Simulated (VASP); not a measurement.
# BeN (P6/mmm) in VASP: notebook, part 2 of 2

VASP 6.6.1.

## Step 4: Single point, PBE

This run uses another cell than the first one: it holds 8 atoms, not 4.

INCAR

```
ALGO = Normal
EDIFF = 1E-6
ENCUT = 520
GGA = PE
ISIF = 2
ISMEAR = 0
LASPH = T
LCHARG = T
LELF = T
LREAL = F
LVHAR = T
LWAVE = F
NBANDS = 24
NELM = 100
PREC = Accurate
SIGMA = 0.1
```

KPOINTS

```
k-points
0
Gamma
  6 6 4
```

POSCAR

```
BeN
1.0
    3.4982527100      0.0000000000      0.0000000000
   -1.7491263600      3.0295757200      0.0000000000
    0.0000000000      0.0000000000      6.9086508700
Be N
4 4
Direct
    0.3333333300      0.6666666700      0.2626825500
    0.6666666700      0.3333333300      0.2626825500
    0.6666666700      0.3333333300      0.7373174500
    0.3333333300      0.6666666700      0.7373174500
    0.3333333300      0.6666666700      0.5000000000
    0.6666666700      0.3333333300      0.5000000000
    0.3333333300      0.6666666700      0.0000000000
    0.6666666700      0.3333333300      0.0000000000
```

The run is started by

```
cat potpaw_PBE.64/Be/POTCAR potpaw_PBE.64/N/POTCAR > POTCAR
mpirun -np 1 vasp_std > vasp.out
```

Run time: 26 s. Hardware: 1 thread of AMD EPYC 9R45 (Zen 5), shared host; peak memory 0.16 GiB.

The run converged. Its results:

```
Free energy            : -35.8479 eV
Pressure               : 6.8 GPa
Largest force          : 0.409 eV/Å
Band gap on the k mesh : zero (band 14 reaches 5.65 eV, above the bottom of band 15 at 3.88 eV)
```

Forces in eV/Å, atoms in the order of the input:
```
Be   0.000  0.000 -0.409
Be   0.000  0.000 -0.409
Be   0.000  0.000  0.409
Be   0.000  0.000  0.409
N    0.000  0.000  0.000
N    0.000  0.000  0.000
N    0.000  0.000  0.000
N    0.000  0.000  0.000
```

Stress tensor (GPa, compression positive):
```
 29.54   0.00   0.00
  0.00  29.54   0.00
  0.00   0.00 -38.56
```

Levels at points of the mesh, in eV from the Fermi level:
| k point | band 10 | band 11 | band 12 | band 13 | band 14 | band 15 | band 16 | band 17 | band 18 | band 19 |
| --- | --- | --- | --- | --- | --- | --- | --- | --- | --- | --- |
| (0.00, 0.00, 0.00) | -4.92 | -3.19 | -2.58 | -2.21 | -0.46 | -0.46 | 0.19 | 0.19 | 1.78 | 1.78 |
| (0.50, 0.00, 0.00) | -5.06 | -4.83 | -3.77 | -0.38 | -0.15 | 0.04 | 0.48 | 0.97 | 1.40 | 2.03 |
| (0.00, 0.00, 0.50) | -5.17 | -3.05 | -2.36 | -0.64 | -0.28 | -0.28 | -0.04 | -0.04 | 0.15 | 2.72 |
| (0.50, 0.00, 0.50) | -5.73 | -4.05 | -4.00 | -0.09 | 0.51 | 0.62 | 0.77 | 0.94 | 1.54 | 1.73 |

## Step 5: Single point, PBE

This run uses another cell than the first one: it holds 8 atoms, not 4.

INCAR

```
  PREC = Accurate
  ENCUT = 520
  EDIFF = 1E-6
  ISMEAR = 0
  SIGMA = 0.1
  LREAL = False
  LASPH = True
  NELM = 100
  ALGO = Normal
  ISIF = 2
  LWAVE = False
  LCHARG = False
  GGA = PE
  NBANDS = 24
```

KPOINTS

```
regular mesh
0
Gamma
  6 6 4
```

POSCAR

```
BeN
1.0
    4.6885587699      0.0000000039      0.0000000000
   -2.3442793883      4.0604110000      0.0000000000
    0.0000000000      0.0000000000      6.0520734000
Be N
4 4
Direct
    0.3333333333      0.6666666667      0.2500011980
    0.6666666667      0.3333333333      0.2500011980
    0.6666666667      0.3333333333      0.7499988020
    0.3333333333      0.6666666667      0.7499988020
    0.3333333333      0.6666666667      0.5000000000
    0.6666666667      0.3333333333      0.5000000000
    0.3333333333      0.6666666667      0.0000000000
    0.6666666667      0.3333333333      0.0000000000
```

Potentials or basis: VASP PAW PBE potentials, release 64 (Be, N).

The run is started by

```
cat potpaw_PBE.64/Be/POTCAR potpaw_PBE.64/N/POTCAR > POTCAR
mpirun -np 1 vasp_std > vasp.out
```

OUTCAR:

```text
PREC = Accurate
   ENCUT = 520
   EDIFF = 1E-6
   ISMEAR = 0
   LREAL = False
   LASPH = True
   NELM = 100
   ISIF = 2
   GGA = PE

 ion  position               nearest neighbor table
   1  0.333  0.667  0.250-   5 1.51   7 1.51
   2  0.667  0.333  0.250-   6 1.51   8 1.51
   3  0.667  0.333  0.750-   6 1.51   8 1.51
   4  0.333  0.667  0.750-   5 1.51   7 1.51
   5  0.333  0.667  0.500-   1 1.51   4 1.51
   6  0.667  0.333  0.500-   2 1.51   3 1.51
   7  0.333  0.667  0.000-   1 1.51   4 1.51
   8  0.667  0.333  0.000-   2 1.51   3 1.51
[... 7 lines left out ...]
 A1 = (   4.6885587699,   0.0000000039,   0.0000000000)
 A2 = (  -2.3442793883,   4.0604110000,   0.0000000000)
 A3 = (   0.0000000000,   0.0000000000,   6.0520734000)

Analysis of symmetry for initial positions (statically):
=====================================================================
 Subroutine PRICEL returns following result:

  LATTYP: Found a hexagonal cell.
 ALAT       =     4.6885587699
 C/A-ratio  =     0.6454056241

  Lattice vectors:

 A1 = (   4.6885587699,   0.0000000039,   0.0000000000)
 A2 = (  -2.3442793883,   4.0604110000,   0.0000000000)
 A3 = (   0.0000000000,   0.0000000000,   3.0260221992)

   2 primitive cells build up your supercell.

 Routine SETGRP: Setting up the symmetry group for a
 hexagonal supercell.

 Subroutine GETGRP returns: Found 24 space group operations
 (whereof 24 operations were pure point group operations)
 out of a pool of 24 trial point group operations.

The static configuration has the point symmetry D_6h.

Analysis of symmetry for dynamics (positions and initial velocities):
=====================================================================
 Subroutine PRICEL returns following result:

  LATTYP: Found a hexagonal cell.
[... 139 lines left out ...]
  volume/ion in A,a.u.               =      14.40        97.19
  Fermi-wavevector in a.u.,A,eV,Ry     =   1.021621  1.930583 14.200519  1.043709
  Thomas-Fermi vector in A             =   2.155255
   LORBIT       =      0    0 simple, 1 ext, 2 COOP (PROOUT), +10 PAW based schemes
   GGA     = PE    functional components
   LHFCALC =     F    Hartree Fock is set to
   AEXX    =    0.0000 exact exchange contribution
   IVDW    =     0    specifies the selected vdW correction
   LEPSILON=     F    determine dielectric tensor
   LRPA    =     F    only Hartree local field effects (RPA)
 non-spin polarized calculation
 Gauss-broadening in eV      SIGMA  =   0.10
  energy-cutoff  :      520.00
  volume of cell :      115.22
 maximum number of plane-waves:      3124
 NGX is ok and might be reduce to    36

 number of electron      28.0000002 magnetization

 Free energy of the ion-electron system (eV)
  ---------------------------------------------------
  ext. energy  EPLUGINS =         0.00000000
  ---------------------------------------------------
  free energy    TOTEN  =       -43.75608920 eV

  energy without entropy =      -43.72599611  energy(sigma->0) =      -43.74104266

 E-fermi :   0.1154     XC(G=0):  -7.8613

 val. band max:        0.1062888638   @ k =   0.1667   0.1667   0.2500
 cond. band min:       0.1237175322   @ k =   0.3333   0.1667   0.0000
 fundamental gap:      0.0174286684
 Fermi energy:         0.1153875923

 k-point     1 :       0.0000    0.0000    0.0000
  band No.  band energies     occupation
      1     -13.9733      2.00000
      2     -13.8599      2.00000
      3     -12.4897      2.00000
      4     -12.2042      2.00000
      5      -5.2733      2.00000
      6      -4.1947      2.00000
[... 556 lines left out ...]
     23       8.5146      0.00000
     24       8.5147      0.00000

------------------------ aborting loop because EDIFF is reached ----------------------------------------

  FORCE on cell =-STRESS in cart. coord.  units (eV):
  Direction    XX          YY          ZZ          XY          YZ          ZX
  --------------------------------------------------------------------------------------
  -------------------------------------------------------------------------------------
  Total        0.0504412      0.0504412     -0.5329374      0.0000000     -0.0000000      0.0000000
  in kB        0.7014263      0.7014263     -7.4109389      0.0000000     -0.0000000      0.0000000
  external PRESSURE =      -2.0026955 kB  Pullay stress =       0.0000000 kB

 VOLUME and BASIS-vectors are now :
 -----------------------------------------------------------------------------
  energy-cutoff  :      520.00
  volume of cell :      115.22
      direct lattice vectors                 reciprocal lattice vectors
     4.688558770  0.000000004  0.000000000     0.213285158  0.123140244  0.000000000
    -2.344279388  4.060411000  0.000000000    -0.000000000  0.246280487  0.000000000
     0.000000000  0.000000000  6.052073400     0.000000000  0.000000000  0.165232629

 POSITION                                       TOTAL-FORCE (eV/Angst)
 -----------------------------------------------------------------------------------
     -0.00000      2.70694      1.51303        -0.000000      0.000000      0.000000
      2.34428      1.35347      1.51303         0.000000      0.000000      0.000000
      2.34428      1.35347      4.53905         0.000000      0.000000      0.000000
     -0.00000      2.70694      4.53905        -0.000000      0.000000      0.000000
     -0.00000      2.70694      3.02604         0.000000     -0.000000      0.000000
      2.34428      1.35347      3.02604        -0.000000      0.000000      0.000000
     -0.00000      2.70694      0.00000        -0.000000     -0.000000      0.000000
      2.34428      1.35347      0.00000         0.000000      0.000000     -0.000000
 -----------------------------------------------------------------------------------
    total drift:                               -0.000000      0.000000      0.000000

  FREE ENERGIE OF THE ION-ELECTRON SYSTEM (eV)
  ---------------------------------------------------
  free  energy   TOTEN  =       -43.7560892049 eV

  energy  without entropy=      -43.7259961126  energy(sigma->0) =      -43.74104266
```

Wall time 29 s (1 thread of AMD EPYC 9R45 (Zen 5), shared host); peak memory 0.21 GiB.

Results:

| Quantity | Value |
| --- | --- |
| Free energy | -43.7561 eV |
| Pressure | -0.2 GPa |
| Band gap on the k mesh | zero (band 14 reaches 0.14 eV, above the bottom of band 15 at -0.10 eV) |

Levels at points of the mesh, in eV from the Fermi level:
```
           k point  band 10  band 11  band 12  band 13  band 14  band 15  band 16  band 17  band 18  band 19
(0.00, 0.00, 0.00)    -3.05    -1.56    -1.56    -0.74    -0.74     0.48     0.48     2.92     3.90     3.90
(0.50, 0.00, 0.00)    -3.12    -1.89    -1.31    -1.04     0.03     0.22     0.97     3.11     3.39     5.61
(0.00, 0.00, 0.50)    -2.56    -2.56    -2.56    -0.21    -0.21    -0.21    -0.21     4.49     4.49     6.26
(0.50, 0.00, 0.50)    -2.99    -2.27    -2.27    -0.42    -0.42     0.46     0.46     4.97     4.97     5.58
```

## Step 6: Relaxation of cell and atoms, PBE

This run uses another cell than the first one: it holds 8 atoms, not 4.

INCAR

```
ALGO = Normal
EDIFF = 1E-6
EDIFFG = -0.04
ENCUT = 600
GGA = PE
IBRION = 2
ISIF = 3
ISMEAR = 0
LASPH = T
LCHARG = F
LREAL = F
LWAVE = F
NELM = 100
NSW = 90
PREC = Accurate
SIGMA = 0.1
```

KPOINTS

```
k-points
0
Gamma
  6 6 4
```

POSCAR

```
BeN
1.0
    3.4982527100      0.0000000000      0.0000000000
   -1.7491263600      3.0295757200      0.0000000000
    0.0000000000      0.0000000000      6.9086508700
Be N
4 4
Direct
    0.3333333300      0.6666666700      0.2626825500
    0.6666666700      0.3333333300      0.2626825500
    0.6666666700      0.3333333300      0.7373174500
    0.3333333300      0.6666666700      0.7373174500
    0.3333333300      0.6666666700      0.5000000000
    0.6666666700      0.3333333300      0.5000000000
    0.3333333300      0.6666666700      0.0000000000
    0.6666666700      0.3333333300      0.0000000000
```

Potentials or basis: VASP PAW PBE potentials, release 64 (Be, N).

The run is started by

```
cat potpaw_PBE.64/Be/POTCAR potpaw_PBE.64/N/POTCAR > POTCAR
mpirun -np 1 vasp_std > vasp.out
```

Wall time 4 min (1 thread of AMD EPYC 9R45 (Zen 5), shared host); peak memory 0.18 GiB.

The run converged. Its results:

| Quantity | Value |
| --- | --- |
| Free energy | -43.4616 eV |
| Relaxed volume | 13.13 Å³/atom |
| Relaxed cell | a = 4.481 Å, b = 4.481 Å, c = 6.042 Å, α = 90.00°, β = 90.00°, γ = 120.00° |
| Space group after relaxing (to 0.05 Å) | P6/mmm (No. 191) |
| Energy gained by relaxing | 950.8 meV/atom |
| Ionic steps | 18 |
| Pressure after relaxing | 0.1 GPa |
| Largest force after relaxing | 0.026 eV/Å |
| Band gap on the k mesh | zero (band 14 reaches 1.09 eV, above the bottom of band 15 at 0.66 eV) |

Forces on the atoms (eV/Å):
```
Be   0.000  0.000  0.026
Be   0.000  0.000  0.026
Be   0.000  0.000 -0.026
Be   0.000  0.000 -0.026
N    0.000  0.000  0.000
N    0.000  0.000  0.000
N    0.000  0.000  0.000
N    0.000  0.000  0.000
```

Stress tensor (GPa, compression positive):
```
 0.21  0.00  0.00
 0.00  0.21  0.00
 0.00  0.00 -0.25
```

The path:
| step | energy change (eV) | largest force (eV/Å) | pressure (GPa) | volume (Å³) |
| --- | --- | --- | --- | --- |
| 1 | 0.0000 | 0.4109 | 6.72 | 73.22 |
| 2 | -4.4616 | 2.1979 | 17.19 | 76.45 |
| 3 | 68.6364 | 0.4027 | 314.26 | 73.65 |
| 4 | -4.6708 | 4.0766 | 24.36 | 76.92 |
| 5 | -4.8452 | 4.8965 | 33.44 | 77.34 |
| 6 | -5.8435 | 2.6348 | 30.58 | 81.87 |
| 7 | -5.9910 | 0.2465 | 30.54 | 86.59 |
| 8 | -6.0466 | 0.7094 | 30.23 | 85.15 |
| 9 | -7.0123 | 0.2866 | 16.32 | 90.27 |
| 10 | -7.3814 | 0.9231 | 5.47 | 95.64 |
| 11 | -7.3938 | 1.0133 | 3.53 | 96.78 |
| 12 | -7.4614 | 0.6276 | 2.64 | 97.97 |
| 13 | -7.5486 | 0.4772 | 0.44 | 101.53 |
| 14 | -7.5817 | 0.3631 | 1.16 | 102.30 |
| 15 | -7.5929 | 0.2311 | 1.94 | 103.10 |
| 16 | -7.6046 | 0.0377 | 0.77 | 104.37 |
| 17 | -7.6054 | 0.1226 | 0.40 | 104.79 |
| 18 | -7.6064 | 0.0263 | 0.06 | 105.05 |

Final structure:
```
Be N
1.0
     4.48078    0.00000    0.00000
    -2.24039    3.88047    0.00000
     0.00000    0.00000    6.04197
Be N
4 4
Cartesian
  0.0000 2.5870 1.5099
  2.2404 1.2935 1.5099
  2.2404 1.2935 4.5321
  0.0000 2.5870 4.5321
  0.0000 2.5870 3.0210
  2.2404 1.2935 3.0210
  0.0000 2.5870 0.0000
  2.2404 1.2935 0.0000
```

Levels at points of the mesh, in eV from the Fermi level:
```tsv
k point	band 10	band 11	band 12	band 13	band 14	band 15	band 16	band 17	band 18	band 19
(0.00, 0.00, 0.00)	-3.11	-1.98	-1.98	-0.80	-0.80	0.44	0.44	2.58	3.51	3.51
(0.50, 0.00, 0.00)	-3.54	-2.39	-1.70	-1.05	0.16	0.20	1.07	2.61	2.91	5.54
(0.00, 0.00, 0.50)	-2.99	-2.99	-2.99	-0.26	-0.26	-0.26	-0.26	4.22	4.23	5.92
(0.50, 0.00, 0.50)	-3.50	-2.63	-2.63	-0.42	-0.42	0.58	0.58	4.53	4.54	5.13
```

Caveat: the volume moved by over 15 % at a fixed basis, so the end points are rough.

## Step 7: Overview

| task | cell | k mesh | cutoff (eV) | gap on the mesh (eV) | pressure (GPa) | relaxed volume (Å³/atom) | largest force (eV/Å) |
| --- | --- | --- | --- | --- | --- | --- | --- |
| single point | a = 4.690, b = 4.690, c = 3.027 Å, angles 90.0, 90.0, 120.0°, 4 atoms | 12 × 12 × 16 | 520 | none | -0.2 | - | - |
| relaxation of cell and atoms | relaxed from a = 4.689, b = 4.689, c = 3.026 Å, angles 90.0, 90.0, 120.0°, 4 atoms | 12 × 12 × 16 | 600 | none | 0.0 | 14.38 | - |
| single point | a = 3.498, b = 3.498, c = 6.909 Å, angles 90.0, 90.0, 120.0°, 8 atoms | 6 × 6 × 4 | 520 | none | 6.8 | - | 0.41 |
| single point | a = 4.689, b = 4.689, c = 6.052 Å, angles 90.0, 90.0, 120.0°, 8 atoms | 6 × 6 × 4 | 520 | none | -0.2 | - | - |
| relaxation of cell and atoms | relaxed from a = 3.498, b = 3.498, c = 6.909 Å, angles 90.0, 90.0, 120.0°, 8 atoms | 6 × 6 × 4 | 600 | none | 0.1 | 13.13 | 0.03 |

Alike in all rows: level PBE; potentials or basis VASP PAW PBE potentials, release 64 (Be, N); no spin polarisation; smearing gaussian 0.1 eV.

Caveats: the volume moved by over 15 % at a fixed basis, so the end points are rough (some runs).

Absolute energies hang on the potentials; compare differences alone.
